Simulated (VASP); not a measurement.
# Al (P6_3/mmc) in VASP: notebook

Al is run at these levels: PBEsol; tasks: single point.

Program: VASP 6.6.1. These are calculated values, not measurements. Logs are shortened: lines on timing, memory, paths and dates and some standing lists are left out, and cuts for length are marked.

## (1) The cell of the first run

It takes space group P6_3/mmc (No. 194, hexagonal). Conventional cell: a = 3.009 Å, b = 3.009 Å, c = 4.416 Å, α = 90.00°, β = 90.00°, γ = 120.00°. Within 3.7 Å of Al (site symmetry -6m2) lie 12 Al at 2.81 to 3.01 Å.

## (2) Single point, PBEsol

File INCAR:

```
ALGO = Fast ; EDIFF = 1E-7
ENCUT = 520 ; GGA = PS
ISIF = 2 ; ISMEAR = 0
LASPH = True ; LCHARG = False
LREAL = False ; LWAVE = False
NBANDS = 10 ; NELM = 60
PREC = Accurate ; SIGMA = 0.15
```

File KPOINTS:

```
k-points
0
Gamma
  18 18 10
```

File POSCAR:

```
Al
1.0
    3.0093000000      0.0000000000      0.0000000000
   -1.5046500000      2.6061302476      0.0000000000
    0.0000000000      0.0000000000      4.4157000000
Al
2
Direct
    0.6666666667      0.3333333333      0.7500000000
    0.3333333333      0.6666666667      0.2500000000
```

Potentials or basis: VASP PAW PBE potentials, release 64 (Al).

On the command line:

```sh
$ cat potpaw_PBE.64/Al/POTCAR > POTCAR
$ mpirun -np 1 vasp_std > vasp.out
```

OUTCAR:

```text
EDIFF = 1E-7
   ENCUT = 520
   GGA = PS
   ISIF = 2
   ISMEAR = 0
   LASPH = True
   LREAL = False
   NELM = 60
   PREC = Accurate

 ion  position               nearest neighbor table
   1  0.667  0.333  0.750-   2 2.81   2 2.81   2 2.81   2 2.81   2 2.81   2 2.81
   2  0.333  0.667  0.250-   1 2.81   1 2.81   1 2.81   1 2.81   1 2.81   1 2.81

  LATTYP: Found a hexagonal cell.
 ALAT       =     3.0093000000
 C/A-ratio  =     1.4673512112

  Lattice vectors:

 A1 = (   3.0093000000,   0.0000000000,   0.0000000000)
 A2 = (  -1.5046500000,   2.6061302476,   0.0000000000)
 A3 = (   0.0000000000,   0.0000000000,   4.4157000000)

Analysis of symmetry for initial positions (statically):
=====================================================================
 Subroutine PRICEL returns:
 Original cell was already a primitive cell.

 Routine SETGRP: Setting up the symmetry group for a
 hexagonal supercell.

 Subroutine GETGRP returns: Found 24 space group operations
 (whereof 12 operations were pure point group operations)
 out of a pool of 24 trial point group operations.

The static configuration has the point symmetry D_3d.
 The point group associated with its full space group is D_6h.

Analysis of symmetry for dynamics (positions and initial velocities):
=====================================================================
 Subroutine PRICEL returns:
 Original cell was already a primitive cell.

 Routine SETGRP: Setting up the symmetry group for a
 hexagonal supercell.

 Subroutine GETGRP returns: Found 24 space group operations
 (whereof 12 operations were pure point group operations)
 out of a pool of 24 trial point group operations.

The dynamic configuration has the point symmetry D_3d.
 The point group associated with its full space group is D_6h.

 Subroutine INISYM returns: Found 24 space group operations
 (whereof 12 operations are pure point group operations),
 and found     1 'primitive' translations

----------------------------------------------------------------------------------------

                                     Primitive cell

  volume of cell :      34.6307

  direct lattice vectors                    reciprocal lattice vectors
     3.009300000  0.000000000  0.000000000     0.332303193  0.191855338  0.000000000
    -1.504650000  2.606130248  0.000000000     0.000000000  0.383710676  0.000000000
     0.000000000  0.000000000  4.415700000     0.000000000  0.000000000  0.226464660

  length of vectors
     3.009300000  3.009300000  4.415700000     0.383710676  0.383710676  0.226464660

  position of ions in fractional coordinates (direct lattice)
     0.666666667  0.333333333  0.750000000
     0.333333333  0.666666667  0.250000000

  ion indices of the primitive-cell ions
   primitive index   ion index
                 1           1
                 2           2

----------------------------------------------------------------------------------------

 KPOINTS: k-points

Automatic generation of k-mesh.
 Grid dimensions read from file:
 generate k-points for:   18   18   10

 Generating k-lattice:

  Cartesian coordinates                     Fractional coordinates (reciprocal lattice)
     0.018461289  0.010658630  0.000000000     0.055555556  0.000000000  0.000000000
     0.000000000  0.021317260  0.000000000     0.000000000  0.055555556  0.000000000
     0.000000000  0.000000000  0.022646466     0.000000000  0.000000000  0.100000000

  Length of vectors
     0.021317260  0.021317260  0.022646466

  Shift w.r.t. Gamma in fractional coordinates (k-lattice)
     0.000000000  0.000000000  0.000000000

 Subroutine IBZKPT returns following result:
 ===========================================

 Found    222 irreducible k-points:

 Following reciprocal coordinates:
            Coordinates               Weight
  0.000000  0.000000  0.000000      1.000000
  0.055556  0.000000  0.000000      6.000000
  0.111111  0.000000  0.000000      6.000000
  0.166667 -0.000000  0.000000      6.000000
  0.222222 -0.000000  0.000000      6.000000
  0.277778  0.000000  0.000000      6.000000
[... 16 lines left out ...]
  0.333333  0.111111  0.000000     12.000000
  0.388889  0.111111  0.000000     12.000000
 [... further k-points ...]
   k-points           NKPTS =    222   k-points in BZ     NKDIM =    222   number of bands    NBANDS=     10
   number of dos      NEDOS =    301   number of ions     NIONS =      2
   total plane-waves  NPLWV =  20736
   dimension x,y,z NGX =    24 NGY =   24 NGZ =   36
   dimension x,y,z NGXF=    48 NGYF=   48 NGZF=   72
   ions per type =               2
   NGX,Y,Z   is equivalent  to a cutoff of  13.26, 13.26, 13.55 a.u.
   NGXF,Y,Z  is equivalent  to a cutoff of  26.52, 26.52, 27.11 a.u.
 SYSTEM =  unknown system
   PREC   = accura    normal or accurate (medium, high low for compatibility)
   ISTART =      0    job   : 0-new  1-cont  2-samecut
   ICHARG =      2    charge: 1-file 2-atom 10-const
   ISPIN  =      1    spin polarized calculation?
   LNONCOLLINEAR =      F non collinear calculations
   LSORBIT =      F    spin-orbit coupling
   LASPH  =      T    aspherical Exc in radial PAW
   ENCUT  =  520.0 eV  38.22 Ry    6.18 a.u.   5.60  5.60  8.21*2*pi/ulx,y,z
   NELM   =     60;   NELMIN=  2; NELMDL= -5     # of ELM steps
   EDIFF  = 0.1E-06   stopping-criterion for ELM
   LREAL  =      F    real-space projection
   EDIFFG = 0.1E-05   stopping-criterion for IOM
   NSW    =      0    number of steps for IOM
   IBRION =     -1    ionic relax: 0-MD 1-quasi-New 2-CG
   NFREE  =      0    steps in history (QN), initial steepest desc. (CG)
   ISIF   =      2    stress and relaxation
   ISYM   =      2    0-nonsym 1-usesym 2-fastsym
   POTIM  = 0.5000    time-step for ionic-motion
   TEBEG  =    0.0;   TEEND  =   0.0 temperature during run
   PSTRESS=    0.0 pullay stress
   NELECT =       6.0000    total number of electrons
   NUPDOWN=      -1.0000    fix difference up-down
   EMIN   =  10.00;   EMAX   =-10.00  energy-range for DOS
   EFERMI =   0.00;   METHOD = LEGACY
   ISMEAR =     0;   SIGMA  =   0.15  broadening in eV -4-tet -1-fermi 0-gaus
   EFERMI_NEDOS =   21; number of points for ismear=-14 and -15
   IALGO  =     68    algorithm
   IMIX   =      4    mixing-type and parameters
     AMIX     =   0.40;   BMIX     =  1.00
     AMIX_MAG =   1.60;   BMIX_MAG =  1.00
  volume/ion in A,a.u.               =      17.32       116.85
  Fermi-wavevector in a.u.,A,eV,Ry     =   0.912651  1.724661 11.332732  0.832932
  Thomas-Fermi vector in A             =   2.037072
   LORBIT       =      0    0 simple, 1 ext, 2 COOP (PROOUT), +10 PAW based schemes
   GGA     = PS    functional components
   LHFCALC =     F    Hartree Fock is set to
   AEXX    =    0.0000 exact exchange contribution
   IVDW    =     0    specifies the selected vdW correction
   LEPSILON=     F    determine dielectric tensor
   LRPA    =     F    only Hartree local field effects (RPA)
 non-spin polarized calculation
 RMM-DIIS sequential band-by-band and
 Gauss-broadening in eV      SIGMA  =   0.15
  energy-cutoff  :      520.00
  volume of cell :       34.63
 maximum number of plane-waves:       964
 NGX is ok and might be reduce to    24
   NGX = 11   NGY = 11   NGZ = 17

 number of electron       6.0000000 magnetization

 Free energy of the ion-electron system (eV)
  ---------------------------------------------------
  ext. energy  EPLUGINS =         0.00000000
  ---------------------------------------------------
  free energy    TOTEN  =        -8.04407477 eV

  energy without entropy =       -8.03328977  energy(sigma->0) =       -8.03868227

 E-fermi :   7.4437     XC(G=0): -10.0781

 val. band max:        7.4370336812   @ k =   0.0556   0.0556   0.2000
 cond. band min:       7.4574316021   @ k =   0.3889   0.0556   0.3000
 fundamental gap:      0.0203979208
 Fermi energy:         7.4437205248

 k-point     1 :       0.0000    0.0000    0.0000
  band No.  band energies     occupation
      1      -3.3553      2.00000
      2       3.6803      2.00000
      3       4.4620      2.00000
      4      15.9488      0.00000
      5      15.9488      0.00000
      6      16.8452      0.00000
      7      16.8452      0.00000
      8      19.4973      0.00000
      9      19.5694      0.00000
     10      21.8926      0.00000

 k-point     2 :       0.0556    0.0000    0.0000
  band No.  band energies     occupation
      1      -3.2882      2.00000
      2       3.7420      2.00000
      3       4.5276      2.00000
      4      14.7913      0.00000
      5      15.3037      0.00000
      6      16.7563      0.00000
      7      17.6080      0.00000
      8      20.0208      0.00000
      9      20.3673      0.00000
     10      20.8528      0.00000

 k-point     3 :       0.1111    0.0000    0.0000
  band No.  band energies     occupation
      1      -3.0870      2.00000
      2       3.9272      2.00000
      3       4.7233      2.00000
      4      12.9874      0.00000
      5      14.4637      0.00000
      6      16.1196      0.00000
      7      18.7972      0.00000
      8      19.2025      0.00000
      9      19.8893      0.00000
     10      21.0737      0.00000

 k-point     4 :       0.1667   -0.0000    0.0000
  band No.  band energies     occupation
      1      -2.7522      2.00000
      2       4.2357      2.00000
      3       5.0464      2.00000
      4      11.1559      0.00000
      5      13.7141      0.00000
      6      15.3739      0.00000
      7      17.4774      0.00000
      8      18.3832      0.00000
      9      20.0247      0.00000
     10      20.2021      0.00000
[... 222 lines left out ...]
 k-point    22 :       0.2778    0.1111    0.0000
  band No.  band energies     occupation
      1      -0.7611      2.00000
      2       6.0426      2.00000
      3       6.0784      2.00000
      4       7.2346      1.95130
      5       9.6957      0.00000
      6      12.7947      0.00000
      7      13.8580      0.00000
      8      16.4282      0.00000
      9      16.6430      0.00000
     10      17.0453      0.00000

 k-point    23 :       0.3333    0.1111    0.0000
  band No.  band energies     occupation
      1       0.0915      2.00000
      2       4.7357      2.00000
      3       6.8654      2.00000
      4       7.8657      0.00007
      5       9.4134      0.00000
      6      11.4241      0.00000
      7      12.5217      0.00000
      8      16.0867      0.00000
      9      16.3421      0.00000
     10      16.7659      0.00000

 k-point    24 :       0.3889    0.1111    0.0000
  band No.  band energies     occupation
      1       1.0627      2.00000
      2       3.4251      2.00000
      3       7.7392      0.00533
      4       8.5884      0.00000
      5       9.3676      0.00000
      6      10.1948      0.00000
      7      11.3145      0.00000
      8      15.8849      0.00000
      9      16.1604      0.00000
     10      16.5975      0.00000

 [... further k-points ...]

------------------------ aborting loop because EDIFF is reached ----------------------------------------

  FORCE on cell =-STRESS in cart. coord.  units (eV):
  Direction    XX          YY          ZZ          XY          YZ          ZX
  --------------------------------------------------------------------------------------
  -------------------------------------------------------------------------------------
  Total       -1.0890770     -1.0890770      0.1757473      0.0000000     -0.0000000      0.0000000
  in kB      -50.3857805    -50.3857805      8.1308900      0.0000000     -0.0000000      0.0000000
  external PRESSURE =     -30.8802237 kB  Pullay stress =       0.0000000 kB

 VOLUME and BASIS-vectors are now :
 -----------------------------------------------------------------------------
  energy-cutoff  :      520.00
  volume of cell :       34.63
      direct lattice vectors                 reciprocal lattice vectors
     3.009300000  0.000000000  0.000000000     0.332303193  0.191855338  0.000000000
    -1.504650000  2.606130248  0.000000000     0.000000000  0.383710676  0.000000000
     0.000000000  0.000000000  4.415700000     0.000000000  0.000000000  0.226464660

 POSITION                                       TOTAL-FORCE (eV/Angst)
 -----------------------------------------------------------------------------------
      1.50465      0.86871      3.31177        -0.000000      0.000000      0.000000
     -0.00000      1.73742      1.10393         0.000000      0.000000      0.000000
 -----------------------------------------------------------------------------------
    total drift:                                0.000000      0.000000     -0.000000

  FREE ENERGIE OF THE ION-ELECTRON SYSTEM (eV)
  ---------------------------------------------------
  free  energy   TOTEN  =        -8.0440747668 eV

  energy  without entropy=       -8.0332897736  energy(sigma->0) =       -8.03868227
```

It took 37 s on 1 thread of Intel Xeon 6975P-C, shared host; peak memory 0.19 GiB.

What came out:

```
Free energy            : -8.0441 eV
Pressure               : -3.1 GPa
Band gap on the k mesh : zero (band 3 reaches 13.02 eV, above the bottom of band 4 at 4.15 eV)
```

Stress tensor (GPa, compression positive):
```
-5.04  0.00  0.00
 0.00 -5.04  0.00
 0.00  0.00  0.81
```

Caveat: the PAW data sets were made with another functional, which shifts forces and pressure a little.

## (3) Single point, PBEsol

This run uses another cell than the first one, of 17.35 Å³/atom, 1.002 times its volume.

File INCAR:

```
SYSTEM = Al
  PREC = Accurate
  ENCUT = 520
  EDIFF = 1E-7
  ISMEAR = 0
  SIGMA = 0.15
  LREAL = .FALSE.
  LASPH = .TRUE.
  NELM = 80
  ALGO = Normal
  ISIF = 2
  LWAVE = .FALSE.
  LCHARG = .FALSE.
  GGA = PS
  NBANDS = 10
```

File KPOINTS:

```
Automatic mesh
0
G
  18 18 10
  0 0 0
```

File POSCAR:

```
Al
1.0
    2.8496988417      0.0000000000      0.0000000000
   -1.4248494208      2.4679115900      0.0000000000
    0.0000000000      0.0000000000      4.9351000000
Al
2
Direct
    0.6666666667      0.3333333333      0.7500000000
    0.3333333333      0.6666666667      0.2500000000
```

Potentials or basis: VASP PAW PBE potentials, release 64 (Al).

On the command line:

```sh
$ cat potpaw_PBE.64/Al/POTCAR > POTCAR
$ mpirun -np 1 vasp_std > vasp.out
```

Run time: 42 s. Hardware: 1 thread of Intel Xeon 6975P-C, shared host; peak memory 0.2 GiB.

Results (log left out):

| Quantity | Value |
| --- | --- |
| Free energy | -8.0879 eV |
| Pressure | -4.0 GPa |
| Band gap on the k mesh | zero (band 3 reaches 11.04 eV, above the bottom of band 4 at 4.39 eV) |

Stress tensor (GPa, compression positive):
```
-3.48  0.00  0.00
 0.00 -3.48  0.00
 0.00  0.00 -4.98
```

Levels at points of the mesh, in eV from the Fermi level:
```tsv
k point	band 1	band 2	band 3	band 4	band 5	band 6	band 7	band 8
(0.00, 0.00, 0.00)	-10.77	-4.98	-4.64	10.97	11.10	11.10	11.43	11.43
(0.50, 0.00, 0.00)	-4.90	-4.75	0.57	0.65	1.24	1.51	6.07	7.56
(0.00, 0.00, 0.50)	-9.26	-9.26	2.33	2.33	12.22	12.22	12.22	12.22
(0.50, 0.00, 0.50)	-3.66	-3.66	-3.02	-3.02	7.36	7.36	7.37	7.37
```

Caveat: the PAW data sets were made with another functional, which shifts forces and pressure a little.

(Continued in part 2 of 2.)
